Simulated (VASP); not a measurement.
# MgO2 (R-3m) in VASP: single point with PBEsol

Aim: the single point of MgO2 with PBEsol.

Everything below comes from runs of VASP 6.6.1. Logs are shortened: lines on timing, memory, paths and dates and some standing lists are left out, and cuts for length are marked.

**1. The cell of the first run**

The structure is trigonal, space group R-3m (No. 166). The conventional cell has a = 3.168 Å, b = 3.168 Å, c = 10.371 Å, α = 90.00°, β = 90.00°, γ = 120.00°. Mg (site symmetry -3m) has 6 O at 2.08 Å within 2.8 Å. Within 2.0 Å of O (site symmetry 3m) lie 1 O at 1.47 Å.

**2. Single point, PBEsol**

The input, INCAR:

```
ALGO = Normal
EDIFF = 1E-6
ENCUT = 750
GGA = PS
GGA_COMPAT = F
ISIF = 2
ISMEAR = 0
LASPH = T
LCHARG = F
LREAL = F
LWAVE = F
NBANDS = 18
NELM = 120
PREC = Accurate
SIGMA = 0.02
```

The input, KPOINTS:

```
k-points
0
Gamma
  12 12 12
```

The input, POSCAR:

```
MgO2
1.0
    1.5839843869      0.9145138122      3.4568788297
   -1.5839843869      0.9145138122      3.4568788297
    0.0000000000     -1.8290276243      3.4568788297
Mg O
1 2
Direct
    0.0000000000      0.0000000000      0.0000000000
    0.4291840376      0.4291840376      0.4291840376
    0.5708159624      0.5708159624      0.5708159624
```

Potentials or basis: VASP PAW PBE potentials, release 64 (Mg_sv, O).

Run with:

```
$ cat potpaw_PBE.64/Mg_sv/POTCAR potpaw_PBE.64/O/POTCAR > POTCAR
$ mpirun -np 1 vasp_std > vasp.out
```

OUTCAR:

```text
EDIFF = 1E-6
   ENCUT = 750
   GGA = PS
   ISIF = 2
   ISMEAR = 0
   LASPH = T
   LREAL = F
   NELM = 120
   PREC = Accurate

 ion  position               nearest neighbor table
   1  0.000  0.000  0.000-   3 2.08   3 2.08   2 2.08   2 2.08   3 2.08   2 2.08
   2  0.429  0.429  0.429-   3 1.47   1 2.08   1 2.08   1 2.08
   3  0.571  0.571  0.571-   2 1.47   1 2.08   1 2.08   1 2.08

  LATTYP: Found a trigonal (rhomboedric) cell.
 ALAT       =     3.9109274212
 COS(alpha) =     0.6719256509

  Lattice vectors:

 A1 = (   1.5839843869,   0.9145138122,   3.4568788297)
 A2 = (  -1.5839843869,   0.9145138122,   3.4568788297)
 A3 = (   0.0000000000,  -1.8290276243,   3.4568788297)

Analysis of symmetry for initial positions (statically):
=====================================================================
 Subroutine PRICEL returns:
 Original cell was already a primitive cell.

 Routine SETGRP: Setting up the symmetry group for a
 trigonal (rhombohedral) supercell.

 Subroutine GETGRP returns: Found 12 space group operations
 (whereof 12 operations were pure point group operations)
 out of a pool of 12 trial point group operations.

The static configuration has the point symmetry D_3d.

Analysis of symmetry for dynamics (positions and initial velocities):
=====================================================================
 Subroutine PRICEL returns:
 Original cell was already a primitive cell.

 Routine SETGRP: Setting up the symmetry group for a
 trigonal (rhombohedral) supercell.

 Subroutine GETGRP returns: Found 12 space group operations
 (whereof 12 operations were pure point group operations)
 out of a pool of 12 trial point group operations.

The dynamic configuration has the point symmetry D_3d.

 Subroutine INISYM returns: Found 12 space group operations
 (whereof 12 operations are pure point group operations),
 and found     1 'primitive' translations

----------------------------------------------------------------------------------------

                                     Primitive cell

  volume of cell :      30.0453

  direct lattice vectors                    reciprocal lattice vectors
     1.583984387  0.914513812  3.456878830     0.315659677  0.182246200  0.096426097
    -1.583984387  0.914513812  3.456878830    -0.315659677  0.182246200  0.096426097
     0.000000000 -1.829027624  3.456878830     0.000000000 -0.364492399  0.096426097

  length of vectors
     3.910927421  3.910927421  3.910927421     0.377031433  0.377031433  0.377031433

  position of ions in fractional coordinates (direct lattice)
     0.000000000  0.000000000  0.000000000
     0.429184038  0.429184038  0.429184038
     0.570815962  0.570815962  0.570815962

  ion indices of the primitive-cell ions
   primitive index   ion index
                 1           1
                 2           2
                 3           3

----------------------------------------------------------------------------------------

 KPOINTS: k-points

Automatic generation of k-mesh.
 Grid dimensions read from file:
 generate k-points for:   12   12   12

 Generating k-lattice:

  Cartesian coordinates                     Fractional coordinates (reciprocal lattice)
     0.026304973  0.015187183  0.008035508     0.083333333  0.000000000 -0.000000000
    -0.026304973  0.015187183  0.008035508     0.000000000  0.083333333 -0.000000000
     0.000000000 -0.030374367  0.008035508    -0.000000000 -0.000000000  0.083333333

  Length of vectors
     0.031419286  0.031419286  0.031419286

  Shift w.r.t. Gamma in fractional coordinates (k-lattice)
     0.000000000  0.000000000  0.000000000

 Subroutine IBZKPT returns following result:
 ===========================================

 Found    189 irreducible k-points:

 Following reciprocal coordinates:
            Coordinates               Weight
  0.000000  0.000000  0.000000      1.000000
  0.083333  0.000000  0.000000      6.000000
  0.166667  0.000000  0.000000      6.000000
  0.250000  0.000000 -0.000000      6.000000
  0.333333  0.000000  0.000000      6.000000
  0.416667  0.000000  0.000000      6.000000
[... 16 lines left out ...]
  0.500000  0.166667  0.000000     12.000000
 -0.416667  0.166667 -0.000000     12.000000
 [... further k-points ...]
   k-points           NKPTS =    189   k-points in BZ     NKDIM =    189   number of bands    NBANDS=     18
   number of dos      NEDOS =    301   number of ions     NIONS =      3
   total plane-waves  NPLWV =  46656
   dimension x,y,z NGX =    36 NGY =   36 NGZ =   36
   dimension x,y,z NGXF=    72 NGYF=   72 NGZF=   72
   ions per type =               1   2
   NGX,Y,Z   is equivalent  to a cutoff of  15.30, 15.30, 15.30 a.u.
   NGXF,Y,Z  is equivalent  to a cutoff of  30.61, 30.61, 30.61 a.u.
 SYSTEM =  unknown system
   PREC   = accura    normal or accurate (medium, high low for compatibility)
   ISTART =      0    job   : 0-new  1-cont  2-samecut
   ICHARG =      2    charge: 1-file 2-atom 10-const
   ISPIN  =      1    spin polarized calculation?
   LNONCOLLINEAR =      F non collinear calculations
   LSORBIT =      F    spin-orbit coupling
   LASPH  =      T    aspherical Exc in radial PAW
   ENCUT  =  750.0 eV  55.12 Ry    7.42 a.u.   8.73  8.73  8.73*2*pi/ulx,y,z
   NELM   =    120;   NELMIN=  2; NELMDL= -5     # of ELM steps
   EDIFF  = 0.1E-05   stopping-criterion for ELM
   LREAL  =      F    real-space projection
[... 7 lines left out ...]
   TEBEG  =    0.0;   TEEND  =   0.0 temperature during run
   PSTRESS=    0.0 pullay stress
   NELECT =      22.0000    total number of electrons
   NUPDOWN=      -1.0000    fix difference up-down
   EMIN   =  10.00;   EMAX   =-10.00  energy-range for DOS
   EFERMI =   0.00;   METHOD = LEGACY
   ISMEAR =     0;   SIGMA  =   0.02  broadening in eV -4-tet -1-fermi 0-gaus
   EFERMI_NEDOS =   21; number of points for ismear=-14 and -15
   IALGO  =     38    algorithm
   IMIX   =      4    mixing-type and parameters
     AMIX     =   0.40;   BMIX     =  1.00
     AMIX_MAG =   1.60;   BMIX_MAG =  1.00
  volume/ion in A,a.u.               =      10.02        67.59
  Fermi-wavevector in a.u.,A,eV,Ry     =   1.475560  2.788404 29.623655  2.177277
  Thomas-Fermi vector in A             =   2.590194
   LORBIT       =      0    0 simple, 1 ext, 2 COOP (PROOUT), +10 PAW based schemes
   GGA     = PS    functional components
   LHFCALC =     F    Hartree Fock is set to
   AEXX    =    0.0000 exact exchange contribution
   IVDW    =     0    specifies the selected vdW correction
   LEPSILON=     F    determine dielectric tensor
   LRPA    =     F    only Hartree local field effects (RPA)
 non-spin polarized calculation
 Gauss-broadening in eV      SIGMA  =   0.02
  energy-cutoff  :      750.00
  volume of cell :       30.05
 maximum number of plane-waves:      1414
   NGX = 17   NGY = 17   NGZ = 17

 number of electron      21.9999998 magnetization

 Free energy of the ion-electron system (eV)
  ---------------------------------------------------
  ext. energy  EPLUGINS =         0.00000000
  ---------------------------------------------------
  free energy    TOTEN  =       -17.20071581 eV

  energy without entropy =      -17.20071581  energy(sigma->0) =      -17.20071581

 E-fermi :   2.8645     XC(G=0): -10.8016

 val. band max:        2.7796340449   @ k =   0.5000   0.5000   0.5000
 cond. band min:       5.2401353338   @ k =   0.5000   0.5000   0.5000
 fundamental gap:      2.4605012890
 Fermi energy:         2.8645235224

 k-point     1 :       0.0000    0.0000    0.0000
  band No.  band energies     occupation
      1     -70.2552      2.00000
      2     -37.2274      2.00000
      3     -37.1976      2.00000
      4     -37.1976      2.00000
      5     -18.8963      2.00000
      6     -11.6930      2.00000
[... 10 lines left out ...]
     17      17.5683      0.00000
     18      19.5820      0.00000

 k-point     2 :       0.0833    0.0000    0.0000
  band No.  band energies     occupation
      1     -70.2550      2.00000
      2     -37.2270      2.00000
      3     -37.2002      2.00000
      4     -37.1982      2.00000
      5     -18.8619      2.00000
      6     -11.7158      2.00000
[... 10 lines left out ...]
     17      17.7676      0.00000
     18      19.2555      0.00000

 k-point     3 :       0.1667    0.0000    0.0000
  band No.  band energies     occupation
      1     -70.2545      2.00000
      2     -37.2260      2.00000
      3     -37.2078      2.00000
      4     -37.1997      2.00000
      5     -18.7664      2.00000
      6     -11.7777      2.00000
[... 10 lines left out ...]
     17      18.3485      0.00000
     18      18.5321      0.00000

 k-point     4 :       0.2500    0.0000   -0.0000
  band No.  band energies     occupation
      1     -70.2538      2.00000
      2     -37.2250      2.00000
      3     -37.2180      2.00000
      4     -37.2018      2.00000
      5     -18.6319      2.00000
      6     -11.8621      2.00000
[... 10 lines left out ...]
     17      17.9844      0.00000
     18      19.2417      0.00000

 k-point     5 :       0.3333    0.0000    0.0000
  band No.  band energies     occupation
      1     -70.2532      2.00000
      2     -37.2291      2.00000
      3     -37.2227      2.00000
      4     -37.2040      2.00000
      5     -18.4924      2.00000
      6     -11.9468      2.00000
[... 10 lines left out ...]
     17      17.8560      0.00000
     18      20.0335      0.00000

 k-point     6 :       0.4167    0.0000    0.0000
  band No.  band energies     occupation
      1     -70.2527      2.00000
      2     -37.2365      2.00000
      3     -37.2220      2.00000
      4     -37.2055      2.00000
      5     -18.3868      2.00000
      6     -12.0095      2.00000
[... 10 lines left out ...]
     17      17.6379      0.00000
     18      20.2274      0.00000

 k-point     7 :       0.5000    0.0000   -0.0000
  band No.  band energies     occupation
      1     -70.2525      2.00000
      2     -37.2392      2.00000
      3     -37.2217      2.00000
      4     -37.2061      2.00000
      5     -18.3474      2.00000
      6     -12.0327      2.00000
[... 10 lines left out ...]
     17      17.4564      0.00000
     18      20.2791      0.00000

 k-point     8 :       0.0833    0.0833    0.0000
  band No.  band energies     occupation
      1     -70.2550      2.00000
      2     -37.2271      2.00000
      3     -37.2002      2.00000
      4     -37.1982      2.00000
      5     -18.8523      2.00000
      6     -11.7617      2.00000
[... 10 lines left out ...]
     17      17.6726      0.00000
     18      19.2086      0.00000
[... 229 lines left out ...]
     17      18.0120      0.00000
     18      18.6782      0.00000

 k-point    20 :       0.2500    0.1667   -0.0000
  band No.  band energies     occupation
      1     -70.2541      2.00000
      2     -37.2258      2.00000
      3     -37.2137      2.00000
      4     -37.2017      2.00000
      5     -18.6370      2.00000
      6     -12.0325      2.00000
[... 10 lines left out ...]
     17      18.2434      0.00000
     18      19.0341      0.00000

 k-point    21 :       0.3333    0.1667    0.0000
  band No.  band energies     occupation
      1     -70.2535      2.00000
      2     -37.2248      2.00000
      3     -37.2210      2.00000
      4     -37.2050      2.00000
      5     -18.5159      2.00000
      6     -12.1113      2.00000
[... 10 lines left out ...]
     17      18.4658      0.00000
     18      19.5439      0.00000

 k-point    22 :       0.4167    0.1667    0.0000
  band No.  band energies     occupation
      1     -70.2529      2.00000
      2     -37.2286      2.00000
      3     -37.2230      2.00000
      4     -37.2086      2.00000
      5     -18.4012      2.00000
      6     -12.1507      2.00000
[... 10 lines left out ...]
     17      18.2216      0.00000
     18      20.0053      0.00000

 k-point    23 :       0.5000    0.1667    0.0000
  band No.  band energies     occupation
      1     -70.2525      2.00000
      2     -37.2335      2.00000
      3     -37.2220      2.00000
      4     -37.2115      2.00000
      5     -18.3257      2.00000
      6     -12.1398      2.00000
[... 10 lines left out ...]
     17      17.7071      0.00000
     18      20.2133      0.00000

 k-point    24 :      -0.4167    0.1667   -0.0000
  band No.  band energies     occupation
      1     -70.2523      2.00000
      2     -37.2353      2.00000
      3     -37.2216      2.00000
      4     -37.2126      2.00000
      5     -18.3123      2.00000
      6     -12.0798      2.00000
[... 10 lines left out ...]
     17      17.4548      0.00000
     18      20.2031      0.00000

 [... further k-points ...]

------------------------ aborting loop because EDIFF is reached ----------------------------------------

  FORCE on cell =-STRESS in cart. coord.  units (eV):
  Direction    XX          YY          ZZ          XY          YZ          ZX
  --------------------------------------------------------------------------------------
  -------------------------------------------------------------------------------------
  Total       -0.0968878     -0.0968878      0.1923829      0.0000000      0.0000000      0.0000000
  in kB       -5.1665799     -5.1665799     10.2588899      0.0000000      0.0000000      0.0000000
  external PRESSURE =      -0.0247567 kB  Pullay stress =       0.0000000 kB

 VOLUME and BASIS-vectors are now :
 -----------------------------------------------------------------------------
  energy-cutoff  :      750.00
  volume of cell :       30.05
      direct lattice vectors                 reciprocal lattice vectors
     1.583984387  0.914513812  3.456878830     0.315659677  0.182246200  0.096426097
    -1.583984387  0.914513812  3.456878830    -0.315659677  0.182246200  0.096426097
     0.000000000 -1.829027624  3.456878830     0.000000000 -0.364492399  0.096426097

 POSITION                                       TOTAL-FORCE (eV/Angst)
 -----------------------------------------------------------------------------------
      0.00000      0.00000      0.00000         0.000000      0.000000     -0.000000
      0.00000      0.00000      4.45091         0.000000     -0.000000     -0.163156
      0.00000      0.00000      5.91972         0.000000      0.000000      0.163156
 -----------------------------------------------------------------------------------
    total drift:                                0.000000     -0.000000      0.000000

  FREE ENERGIE OF THE ION-ELECTRON SYSTEM (eV)
  ---------------------------------------------------
  free  energy   TOTEN  =       -17.2007158145 eV

  energy  without entropy=      -17.2007158145  energy(sigma->0) =      -17.20071581
```

Run time: 4.9 min. Hardware: 1 thread of Intel Xeon Platinum 8375C at 2.90GHz (Ice Lake), shared host; peak memory 0.31 GiB.

Results:

* Free energy: -17.2007 eV
* Pressure: 0.0 GPa
* Largest force: 0.163 eV/Å
* Band gap on the k mesh: 2.46 eV

Forces in eV/Å, atoms in the order of the input:
```
Mg   0.000  0.000  0.000
O    0.000  0.000 -0.163
O    0.000  0.000  0.163
```

Caveat: the PAW data sets were made with another functional, which shifts forces and pressure a little. A k mesh can miss the band edges.
